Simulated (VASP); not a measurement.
HgTe:

```
Hg Te
1.0
    -2.98343    2.98343    1.52758
     2.98343   -2.98343    1.52758
     2.98343    2.98343   -1.52758
Hg Te
1 1
Cartesian
  0.0000 2.9834 0.7638
  0.0000 0.0000 0.0000
```

Base run:

* Program: VASP 6.6.1
* Functional: r2SCAN
* Potentials or basis: VASP PAW PBE potentials, release 64 (Hg, Te)
* Cutoff: 520 eV
* k mesh: 10 × 10 × 10
* Occupations: fermi-dirac, width 0.05 eV
* Spin: no spin polarisation

Its results: band gap on the k mesh zero (bands 9 and 10 overlap by 3.86 eV); pressure 2.1 GPa.

The run is repeated on the same cell with these changes: functional from r2SCAN to r2SCAN0; cutoff from 520 eV to 440 eV; k mesh from 10 × 10 × 10 to 5 × 5 × 5. What comes out?

Band gap on the k mesh zero (bands 9 and 10 overlap by 2.49 eV); pressure 0.7 GPa.

Several settings changed at once.

Caveats: some runs use coarse meshes; the PAW data sets were made with another functional, which shifts forces and pressure a little; spin-orbit coupling is left out, which moves the levels of the heavy elements.
